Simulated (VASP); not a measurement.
# Sb in VASP: a series of runs, part 2 of 2

VASP 6.6.1. Earlier steps stand in the parts before.

### 4 Relaxation of the atoms, PBEsol

Input file INCAR:

```
PREC     = Accurate       # precision mode
ENCUT    = 520            # plane-wave cutoff, eV
EDIFF    = 1E-6           # SCF threshold, eV
ISMEAR   = -1             # smearing method
SIGMA    = 0.1            # smearing width, eV
LREAL    = F              # projectors in reciprocal space
LASPH    = T              # aspherical terms in the spheres
NELM     = 100            # most SCF steps
ALGO     = Normal         # electronic algorithm
ISIF     = 2              # what is computed and relaxed
LWAVE    = F              # write WAVECAR
LCHARG   = F              # write CHGCAR
LDIPOL   = T            
IDIPOL   = 3            
DIPOL    = 0.5 0.5 0.500
GGA      = PS             # functional
IBRION   = 2              # ionic algorithm
NSW      = 60             # ionic steps
EDIFFG   = -0.01          # ionic threshold
```

Input file KPOINTS:

```
Automatic mesh
0
Gamma
  11 11 1
```

Input file POSCAR:

```
Sb
1.0
    3.3338465302      0.0000000000      0.0000000000
   -1.6669232651      2.8871957875      0.0000000000
    0.0000000000      0.0000000000     21.4441000000
Sb
3
Direct
    0.1666666665      0.3333333335      0.3730618543
    0.5000000005      0.9999999995      0.4999999996
    0.8333333335      0.6666666665      0.6269381457
```

Potentials or basis: VASP PAW PBE potentials, release 64 (Sb).

Started as:

```
$ cat potpaw_PBE.64/Sb/POTCAR > POTCAR
$ mpirun -np 1 vasp_std > vasp.out
```

OUTCAR:

```text
PREC = Accurate
   ENCUT = 520
   EDIFF = 1E-6
   ISMEAR = -1
   LREAL = F
   LASPH = T
   NELM = 100
   ISIF = 2
   GGA = PS
   IBRION = 2
   NSW = 60
   EDIFFG = -0.01

 ion  position               nearest neighbor table
   1  0.167  0.333  0.373-   2 3.33   2 3.33   2 3.33
   2  0.500  1.000  0.500-   1 3.33   1 3.33   1 3.33   3 3.33   3 3.33   3 3.33
   3  0.833  0.667  0.627-   2 3.33   2 3.33   2 3.33

  LATTYP: Found a hexagonal cell.
 ALAT       =     3.3338465302
 C/A-ratio  =     6.4322396984

  Lattice vectors:

 A1 = (   3.3338465302,   0.0000000000,   0.0000000000)
 A2 = (  -1.6669232651,   2.8871957875,   0.0000000000)
 A3 = (   0.0000000000,   0.0000000000,  21.4441000000)

Analysis of symmetry for initial positions (statically):
=====================================================================
 Subroutine PRICEL returns:
 Original cell was already a primitive cell.

 Routine SETGRP: Setting up the symmetry group for a
 hexagonal supercell.

 Subroutine GETGRP returns: Found 12 space group operations
 (whereof  4 operations were pure point group operations)
 out of a pool of 24 trial point group operations.

The static configuration has the point symmetry C_2h.
 The point group associated with its full space group is D_3d.

Analysis of symmetry for dynamics (positions and initial velocities):
=====================================================================
 Subroutine PRICEL returns:
 Original cell was already a primitive cell.

 Routine SETGRP: Setting up the symmetry group for a
 hexagonal supercell.

 Subroutine GETGRP returns: Found 12 space group operations
 (whereof  4 operations were pure point group operations)
 out of a pool of 24 trial point group operations.

The dynamic configuration has the point symmetry C_2h.
 The point group associated with its full space group is D_3d.

 Subroutine INISYM returns: Found 12 space group operations
 (whereof  4 operations are pure point group operations),
 and found     1 'primitive' translations

----------------------------------------------------------------------------------------

                                     Primitive cell

  volume of cell :     206.4095

  direct lattice vectors                    reciprocal lattice vectors
     3.333846530  0.000000000  0.000000000     0.299953819  0.173178418  0.000000000
    -1.666923265  2.887195788  0.000000000     0.000000000  0.346356837  0.000000000
     0.000000000  0.000000000 21.444100000     0.000000000  0.000000000  0.046632873

  length of vectors
     3.333846530  3.333846530 21.444100000     0.346356837  0.346356837  0.046632873

  position of ions in fractional coordinates (direct lattice)
     0.166666666  0.333333334  0.373061854
     0.500000001  0.999999999  0.500000000
     0.833333334  0.666666666  0.626938146

  ion indices of the primitive-cell ions
   primitive index   ion index
                 1           1
                 2           2
                 3           3

----------------------------------------------------------------------------------------

 KPOINTS: Automatic mesh

[... 51 lines left out ...]
   ICHARG =      2    charge: 1-file 2-atom 10-const
   ISPIN  =      1    spin polarized calculation?
   LNONCOLLINEAR =      F non collinear calculations
   LSORBIT =      F    spin-orbit coupling
   LASPH  =      T    aspherical Exc in radial PAW
   ENCUT  =  520.0 eV  38.22 Ry    6.18 a.u.   6.20  6.20 39.87*2*pi/ulx,y,z
   NELM   =    100;   NELMIN=  2; NELMDL= -5     # of ELM steps
   EDIFF  = 0.1E-05   stopping-criterion for ELM
   LREAL  =      F    real-space projection
   EDIFFG = -.1E-01   stopping-criterion for IOM
   NSW    =     60    number of steps for IOM
   IBRION =      2    ionic relax: 0-MD 1-quasi-New 2-CG
   NFREE  =      1    steps in history (QN), initial steepest desc. (CG)
   ISIF   =      2    stress and relaxation
   ISYM   =      2    0-nonsym 1-usesym 2-fastsym
   POTIM  = 0.5000    time-step for ionic-motion
   TEBEG  =    0.0;   TEEND  =   0.0 temperature during run
   PSTRESS=    0.0 pullay stress
   NELECT =      15.0000    total number of electrons
   NUPDOWN=      -1.0000    fix difference up-down
   EMIN   =  10.00;   EMAX   =-10.00  energy-range for DOS
   EFERMI =   0.00;   METHOD = LEGACY
   ISMEAR =    -1;   SIGMA  =   0.10  broadening in eV -4-tet -1-fermi 0-gaus
   EFERMI_NEDOS =   21; number of points for ismear=-14 and -15
   IALGO  =     38    algorithm
   IMIX   =      4    mixing-type and parameters
     AMIX     =   0.40;   BMIX     =  1.00
     AMIX_MAG =   1.60;   BMIX_MAG =  1.00
  volume/ion in A,a.u.               =      68.80       464.31
  Fermi-wavevector in a.u.,A,eV,Ry     =   0.683170  1.291004  6.350125  0.466721
  Thomas-Fermi vector in A             =   1.762456
   LORBIT       =      0    0 simple, 1 ext, 2 COOP (PROOUT), +10 PAW based schemes
   GGA     = PS    functional components
   LHFCALC =     F    Hartree Fock is set to
   AEXX    =    0.0000 exact exchange contribution
   IVDW    =     0    specifies the selected vdW correction
   LEPSILON=     F    determine dielectric tensor
   LRPA    =     F    only Hartree local field effects (RPA)
 conjugate gradient relaxation of ions
 non-spin polarized calculation
  energy-cutoff  :      520.00
  volume of cell :      206.41
 maximum number of plane-waves:      5587
 NGX is ok and might be reduce to    28
   NGX = 13   NGY = 13   NGZ = 79

--------------------------------------- Ionic step        1  -------------------------------------------

 number of electron      15.0000000 magnetization

 Free energy of the ion-electron system (eV)
  ---------------------------------------------------
  ext. energy  EPLUGINS =         0.00000000
  ---------------------------------------------------
  free energy    TOTEN  =       -12.39910824 eV

  energy without entropy =      -12.31089014  energy(sigma->0) =      -12.35499919

------------------------ aborting loop because EDIFF is reached ----------------------------------------

  FORCE on cell =-STRESS in cart. coord.  units (eV):
  Direction    XX          YY          ZZ          XY          YZ          ZX
  --------------------------------------------------------------------------------------
  -------------------------------------------------------------------------------------
  Total       -1.9694561     -1.9694561     -0.6230863     -0.0000000      0.0000000      0.0000000
  in kB      -15.2871743    -15.2871743     -4.8364772     -0.0000000      0.0000000      0.0000000
  external PRESSURE =     -11.8036086 kB  Pullay stress =       0.0000000 kB
[... 172 lines left out ...]
--------------------------------------- Ionic step        6  -------------------------------------------

 number of electron      15.0000000 magnetization

 dipolmoment           0.000000      0.000000      0.000000 electrons x Angstroem

 Free energy of the ion-electron system (eV)
  ---------------------------------------------------
  ext. energy  EPLUGINS =         0.00000000
  ---------------------------------------------------
  free energy    TOTEN  =       -12.40983678 eV

  energy without entropy =      -12.33343043  energy(sigma->0) =      -12.37163361

 E-fermi :   0.6569     XC(G=0):  -4.6816

 val. band max:        0.5815748321   @ k =   0.1818   0.0909   0.0000
 cond. band min:       0.6768900799   @ k =   0.4545   0.0909   0.0000
 fundamental gap:      0.0953152478
 Fermi energy:         0.6569441337

 k-point     1 :       0.0000    0.0000    0.0000
  band No.  band energies     occupation
      1     -12.2903      2.00000
      2     -10.8844      2.00000
      3      -9.1843      2.00000
      4      -4.0722      2.00000
      5      -0.9388      2.00000
      6       2.5657      0.00000
      7       4.4810      0.00000
      8       4.5209      0.00000
      9       4.5209      0.00000
     10       5.1468      0.00000
     11       5.4098      0.00000
[... 198 lines left out ...]
  band No.  band energies     occupation
      1      -7.7775      2.00000
      2      -7.2320      2.00000
      3      -6.9446      2.00000
      4      -3.8274      2.00000
      5      -3.0822      2.00000
      6      -3.0320      2.00000
      7      -2.0556      2.00000
      8      -1.6366      2.00000
      9      -0.7610      2.00000
     10       1.3375      0.00221
     11       1.4918      0.00047

------------------------ aborting loop because EDIFF is reached ----------------------------------------

 vacuum level on the upper side and lower side of the slab       (xc-potential included)        -0.190        -0.190

  FORCE on cell =-STRESS in cart. coord.  units (eV):
  Direction    XX          YY          ZZ          XY          YZ          ZX
  --------------------------------------------------------------------------------------
  -------------------------------------------------------------------------------------
  Total       -1.0896213     -1.0896213     -0.0321111      0.0000000      0.0000000      0.0000000
  in kB       -8.4577820     -8.4577820     -0.2492503      0.0000000      0.0000000      0.0000000
  external PRESSURE =      -5.7216048 kB  Pullay stress =       0.0000000 kB
[... 18 lines left out ...]
  FREE ENERGIE OF THE ION-ELECTRON SYSTEM (eV)
  ---------------------------------------------------
  free  energy   TOTEN  =       -12.4098367848 eV

  energy  without entropy=      -12.3334304314  energy(sigma->0) =      -12.37163361

 reached required accuracy - stopping structural energy minimisation

 vacuum level on the upper side and lower side of the slab         4.807         4.807
```

Wall time 85 s (1 thread of Intel Xeon 6975P-C (Granite Rapids), shared host); peak memory 0.35 GiB.

What came out:

```yaml
Free_energy: -12.4098 eV
Energy_gained_by_relaxing: 3.6 meV/atom
Ionic_steps: 6
Largest_force_after_relaxing: 0.007 eV/Å
```

Forces on the atoms (eV/Å):
```
Sb   0.000  0.000  0.007
Sb   0.000  0.000  0.000
Sb   0.000  0.000 -0.007
```

Step by step:
| step | energy change (eV) | largest force (eV/Å) | pressure (GPa) |
| --- | --- | --- | --- |
| 1 | 0.0000 | 0.1137 | -1.18 |
| 2 | -0.0012 | 0.1083 | -1.14 |
| 3 | -0.0045 | 0.0910 | -1.02 |
| 4 | -0.0092 | 0.0490 | -0.78 |
| 5 | -0.0083 | 0.0729 | -0.25 |
| 6 | -0.0107 | 0.0065 | -0.57 |

Final structure:
```
CELL_PARAMETERS angstrom
3.33385 0.00000 0.00000
-1.66692 2.88720 0.00000
0.00000 0.00000 21.44410
ATOMIC_POSITIONS crystal
Sb 0.16667 0.33333 0.37685
Sb 0.50000 0.00000 0.50000
Sb 0.83333 0.66667 0.62315
```

Caveat: the PAW data sets were made with another functional, which shifts forces and pressure a little; spin-orbit coupling is left out, which moves the levels of the heavy elements.

### 5 Summary

| task | level | potentials or basis | cell | dipole correction | gap on the mesh (eV) | largest force (eV/Å) |
| --- | --- | --- | --- | --- | --- | --- |
| single point | PBEsol | VASP PAW PBE potentials, release 64 (Sb) | as given | no | none | 0.01 |
| single point | LDA | VASP PAW LDA potentials, release 64 (Sb) | as given | yes | none | 0.07 |
| relaxation of the atoms | PBEsol | VASP PAW PBE potentials, release 64 (Sb) | atoms relaxed | yes | none | 0.01 |

Alike in all rows: no spin polarisation; k mesh 11 × 11 × 1; cutoff (eV) 520; smearing fermi-dirac 0.1 eV.

Caveats: spin-orbit coupling is left out, which moves the levels of the heavy elements; the PAW data sets were made with another functional, which shifts forces and pressure a little (some runs).

Total energies depend on the potentials used, so only differences within one code and one set of settings carry meaning.
